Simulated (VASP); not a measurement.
# ZrB2 (P6/mmm) in VASP: notebook

Aim: see how the results for ZrB2 move with the level of theory and the settings. Levels: PBE, PBE+D4. Tasks: relaxation of shape and atoms at fixed volume.

Program: VASP 6.6.1. These are calculated values, not measurements. Logs are shortened: lines on timing, memory, paths and dates and some standing lists are left out, and cuts for length are marked.

### Step 1. The cell of the first run

Symmetry: P6/mmm, No. 191, hexagonal system. Conventional cell: a = 3.193 Å, b = 3.193 Å, c = 3.458 Å, α = 90.00°, β = 90.00°, γ = 120.00°. Zr (site symmetry 6/mmm) has 12 B at 2.53 Å and 6 Zr at 3.19 Å within 3.3 Å. B (site symmetry -6m2) has 3 B at 1.84 Å within 2.4 Å.

### Step 2. Relaxation of shape and atoms at fixed volume, PBE

INCAR reads:

```
SYSTEM = ZrB2
  ALGO = Normal
  EDIFF = 1E-6
  EDIFFG = -0.015
  ENCUT = 600
  GGA = PE
  IBRION = 2
  ISIF = 4
  ISMEAR = 0
  LASPH = .True.
  LCHARG = .False.
  LREAL = .False.
  LWAVE = .False.
  NELM = 100
  NSW = 60
  PREC = Accurate
  SIGMA = 0.05
```

KPOINTS reads:

```
k-points
0
Gamma
  8 8 8
  0 0 0
```

POSCAR reads:

```
ZrB2
1.0
    3.1933962670      0.0000000000      0.0000000000
   -1.5966981335      2.7655622916      0.0000000000
    0.0000000000      0.0000000000      3.4576883308
Zr B
1 2
Direct
    0.0000000000      0.0000000000      0.0000000000
    0.3333333333      0.6666666667      0.5000000000
    0.6666666667      0.3333333333      0.5000000000
```

Potentials or basis: VASP PAW PBE potentials, release 64 (Zr_sv, B).

On the command line:

```
> cat potpaw_PBE.64/Zr_sv/POTCAR potpaw_PBE.64/B/POTCAR > POTCAR
> mpirun -np 1 vasp_std > vasp.out
```

OUTCAR:

```text
SYSTEM = ZrB2
   EDIFF = 1E-6
   EDIFFG = -0.015
   ENCUT = 600
   GGA = PE
   IBRION = 2
   ISIF = 4
   ISMEAR = 0
   LASPH = .True.
   LREAL = .False.
   NELM = 100
   NSW = 60
   PREC = Accurate

 ion  position               nearest neighbor table
   1  0.000  0.000  0.000-   2 2.53   3 2.53   2 2.53   3 2.53   3 2.53   3 2.53   2 2.53   2 2.53
                             3 2.53   3 2.53   2 2.53   2 2.53
   2  0.333  0.667  0.500-   3 1.84   3 1.84   3 1.84   1 2.53   1 2.53   1 2.53   1 2.53   1 2.53
                             1 2.53
   3  0.667  0.333  0.500-   2 1.84   2 1.84   2 1.84   1 2.53   1 2.53   1 2.53   1 2.53   1 2.53
                             1 2.53

  LATTYP: Found a hexagonal cell.
 ALAT       =     3.1933962670
 C/A-ratio  =     1.0827620632

  Lattice vectors:

 A1 = (   3.1933962670,   0.0000000000,   0.0000000000)
 A2 = (  -1.5966981335,   2.7655622916,   0.0000000000)
 A3 = (   0.0000000000,   0.0000000000,   3.4576883308)

Analysis of symmetry for initial positions (statically):
=====================================================================
 Subroutine PRICEL returns:
 Original cell was already a primitive cell.

 Routine SETGRP: Setting up the symmetry group for a
 hexagonal supercell.

 Subroutine GETGRP returns: Found 24 space group operations
 (whereof 24 operations were pure point group operations)
 out of a pool of 24 trial point group operations.

The static configuration has the point symmetry D_6h.

Analysis of symmetry for dynamics (positions and initial velocities):
=====================================================================
 Subroutine PRICEL returns:
 Original cell was already a primitive cell.

 Routine SETGRP: Setting up the symmetry group for a
 hexagonal supercell.

 Subroutine GETGRP returns: Found 24 space group operations
 (whereof 24 operations were pure point group operations)
 out of a pool of 24 trial point group operations.

The dynamic configuration has the point symmetry D_6h.

 Subroutine INISYM returns: Found 24 space group operations
 (whereof 24 operations are pure point group operations),
 and found     1 'primitive' translations

----------------------------------------------------------------------------------------

                                     Primitive cell

  volume of cell :      30.5367

  direct lattice vectors                    reciprocal lattice vectors
     3.193396267  0.000000000  0.000000000     0.313146229  0.180795060  0.000000000
    -1.596698133  2.765562292  0.000000000     0.000000000  0.361590120  0.000000000
[... 107 lines left out ...]
     AMIX_MAG =   1.60;   BMIX_MAG =  1.00
  volume/ion in A,a.u.               =      10.18        68.69
  Fermi-wavevector in a.u.,A,eV,Ry     =   1.372645  2.593923 25.635483  1.884155
  Thomas-Fermi vector in A             =   2.498234
   LORBIT       =      0    0 simple, 1 ext, 2 COOP (PROOUT), +10 PAW based schemes
   GGA     = PE    functional components
   LHFCALC =     F    Hartree Fock is set to
   AEXX    =    0.0000 exact exchange contribution
   IVDW    =     0    specifies the selected vdW correction
   LEPSILON=     F    determine dielectric tensor
   LRPA    =     F    only Hartree local field effects (RPA)
 conjugate gradient relaxation of ions
 non-spin polarized calculation
 Gauss-broadening in eV      SIGMA  =   0.05
  energy-cutoff  :      600.00
  volume of cell :       30.54
 maximum number of plane-waves:      1031
 NGX is ok and might be reduce to    28
   NGX = 13   NGY = 13   NGZ = 13

--------------------------------------- Ionic step        1  -------------------------------------------

 number of electron      18.0000000 magnetization

 Free energy of the ion-electron system (eV)
  ---------------------------------------------------
  ext. energy  EPLUGINS =         0.00000000
  ---------------------------------------------------
  free energy    TOTEN  =       -24.95712463 eV

  energy without entropy =      -24.95646792  energy(sigma->0) =      -24.95679627

------------------------ aborting loop because EDIFF is reached ----------------------------------------

  FORCE on cell =-STRESS in cart. coord.  units (eV):
  Direction    XX          YY          ZZ          XY          YZ          ZX
  --------------------------------------------------------------------------------------
  -------------------------------------------------------------------------------------
  Total       -0.1921450     -0.1921450      1.6769744      0.0000000     -0.0000000     -0.0000000
  in kB      -10.0813224    -10.0813224     87.9862719      0.0000000     -0.0000000     -0.0000000
  external PRESSURE =      22.6078757 kB  Pullay stress =       0.0000000 kB
[... 61 lines left out ...]
--------------------------------------- Ionic step        3  -------------------------------------------

 number of electron      18.0000000 magnetization

 Free energy of the ion-electron system (eV)
  ---------------------------------------------------
  ext. energy  EPLUGINS =         0.00000000
  ---------------------------------------------------
  free energy    TOTEN  =       -24.97482702 eV

  energy without entropy =      -24.97415277  energy(sigma->0) =      -24.97448989

 E-fermi :  10.5397     XC(G=0): -12.4754

 val. band max:       10.4495544435   @ k =   0.1250   0.0000   0.3750
 cond. band min:      10.5466134404   @ k =   0.1250   0.1250   0.2500
 fundamental gap:      0.0970589969
 Fermi energy:        10.5396631924

 k-point     1 :       0.0000    0.0000    0.0000
  band No.  band energies     occupation
      1     -38.0002      2.00000
      2     -16.1985      2.00000
      3     -15.6256      2.00000
      4     -15.6256      2.00000
      5      -2.1625      2.00000
      6       7.9535      2.00000
      7       7.9535      2.00000
      8       8.0072      2.00000
      9       8.2580      2.00000
     10      14.0346      0.00000
     11      14.0346      0.00000
     12      14.8215      0.00000
     13      14.8215      0.00000
[... 354 lines left out ...]
  band No.  band energies     occupation
      1     -37.8890      2.00000
      2     -16.4214      2.00000
      3     -16.2052      2.00000
      4     -15.7936      2.00000
      5       0.4757      2.00000
      6       3.4964      2.00000
      7       6.8382      2.00000
      8       7.2408      2.00000
      9       8.1157      2.00000
     10      12.2756      0.00000
     11      14.0243      0.00000
     12      15.7226      0.00000
     13      15.7854      0.00000

 [... further k-points ...]
[... 5 lines left out ...]
  --------------------------------------------------------------------------------------
  -------------------------------------------------------------------------------------
  Total        0.4863818      0.4863818      0.4880488      0.0000000      0.0000000      0.0000000
  in kB       25.5191241     25.5191241     25.6065914      0.0000000      0.0000000      0.0000000
  external PRESSURE =      25.5482799 kB  Pullay stress =       0.0000000 kB
[... 18 lines left out ...]
  FREE ENERGIE OF THE ION-ELECTRON SYSTEM (eV)
  ---------------------------------------------------
  free  energy   TOTEN  =       -24.9748270189 eV

  energy  without entropy=      -24.9741527695  energy(sigma->0) =      -24.97448989

 reached required accuracy - stopping structural energy minimisation
```

OSZICAR:

```text
N       E                     dE             d eps       ncg     rms          rms(c)
DAV:   1     0.123009036390E+03    0.12301E+03   -0.10696E+04  1300   0.154E+03
DAV:   2    -0.212433523742E+02   -0.14425E+03   -0.13986E+03  1536   0.353E+02
DAV:   3    -0.273395932131E+02   -0.60962E+01   -0.60444E+01  2060   0.645E+01
[... 18 lines left out ...]
       N       E                     dE             d eps       ncg     rms          rms(c)
DAV:   1    -0.249749313560E+02   -0.14985E-03   -0.80509E-03  1380   0.902E-01    0.638E-02
DAV:   2    -0.249748575112E+02    0.73845E-04   -0.18076E-04  1475   0.115E-01    0.352E-02
DAV:   3    -0.249748271736E+02    0.30338E-04   -0.81777E-05  1510   0.811E-02    0.737E-03
DAV:   4    -0.249748270189E+02    0.15475E-06   -0.16817E-06  1038   0.120E-02
   3 F= -.24974827E+02 E0= -.24974490E+02  d E =-.177024E-01
```

Run time: 44 s. Hardware: 1 thread of AMD EPYC 9R45 (Zen 5), shared host; peak memory 0.14 GiB.

Results:

* Free energy: -24.9748 eV
* Energy gained by relaxing: 5.9 meV/atom
* Ionic steps: 3
* Pressure after relaxing: 2.6 GPa
* Band gap on the k mesh: zero (band 9 reaches 11.17 eV, above the bottom of band 10 at 10.55 eV)

The path:
```tsv
step	energy change (eV)	largest force (eV/Å)	pressure (GPa)	volume (Å³)
1	0.0000	0.0000	2.26	30.54
2	-0.0177	0.0000	2.58	30.54
3	-0.0177	0.0000	2.55	30.54
```

Final structure:
```
CELL_PARAMETERS angstrom
3.16337 0.00000 0.00000
-1.58169 2.73956 0.00000
0.00000 0.00000 3.52364
ATOMIC_POSITIONS crystal
Zr 0.00000 0.00000 0.00000
B 0.33333 0.66667 0.50000
B 0.66667 0.33333 0.50000
```

### Step 3. Relaxation of shape and atoms at fixed volume, PBE+D4

INCAR reads:

```
SYSTEM = ZrB2
PREC = Accurate
ENCUT = 600
EDIFF = 1E-6
ISMEAR = 0
SIGMA = 0.05
LREAL = .FALSE.
LASPH = .TRUE.
NELM = 60
ALGO = Normal
ISIF = 4
LWAVE = .FALSE.
LCHARG = .FALSE.
GGA = PE
IVDW = 13
IBRION = 2
NSW = 60
EDIFFG = -0.02
```

KPOINTS reads:

```
regular mesh
0
G
  8 8 8
  0 0 0
```

POSCAR reads:

```
ZrB2
1.0
    3.1632195451      0.0000000000      0.0000000000
   -1.5816097725      2.7394284838      0.0000000000
    0.0000000000      0.0000000000      3.5239748476
Zr B
1 2
Direct
    0.0000000000      0.0000000000      0.0000000000
    0.3333333333      0.6666666667      0.5000000000
    0.6666666667      0.3333333333      0.5000000000
```

Potentials or basis: VASP PAW PBE potentials, release 64 (Zr_sv, B).

On the command line:

```
> cat potpaw_PBE.64/Zr_sv/POTCAR potpaw_PBE.64/B/POTCAR > POTCAR
> mpirun -np 1 vasp_std > vasp.out
```

Run time: 39 s. Hardware: 1 thread of AMD EPYC 9R45 (Zen 5), shared host; peak memory 0.14 GiB.

It converged, with:

| Quantity | Value |
| --- | --- |
| Free energy | -25.9246 eV |
| Energy gained by relaxing | 0.2 meV/atom |
| Ionic steps | 2 |
| Pressure after relaxing | -3.3 GPa |
| Band gap on the k mesh | zero (band 9 reaches 11.12 eV, above the bottom of band 10 at 10.56 eV) |
| Dispersion energy per atom | -0.317 eV |

Stress tensor (GPa, compression positive):
```
-3.39  0.00  0.00
 0.00 -3.39  0.00
 0.00  0.00 -3.25
```

The path:
```csv
step,energy change (eV),largest force (eV/Å),pressure (GPa),volume (Å³)
1,0.0000,0.0000,-3.24,30.54
2,-0.0007,0.0000,-3.34,30.54
```

Final structure:
```
CELL_PARAMETERS angstrom
3.16945 0.00000 0.00000
-1.58472 2.74482 0.00000
0.00000 0.00000 3.51014
ATOMIC_POSITIONS crystal
Zr 0.00000 0.00000 0.00000
B 0.33333 0.66667 0.50000
B 0.66667 0.33333 0.50000
```

Levels at points of the mesh, in eV from the Fermi level:
```
           k point  band 7  band 8  band 9  band 10  band 11  band 12
(0.00, 0.00, 0.00)   -2.64   -2.53   -2.25     3.48     3.48     4.32
(0.50, 0.00, 0.00)   -3.83   -3.03   -2.65     2.31     2.38     4.98
(0.00, 0.00, 0.50)   -0.95   -0.95    0.32     0.32     0.84     0.84
(0.50, 0.00, 0.50)   -4.62   -4.10   -1.95     3.90     4.13     5.38
```

Caveat: pairwise dispersion overbinds metals, which lowers pressure and volume.
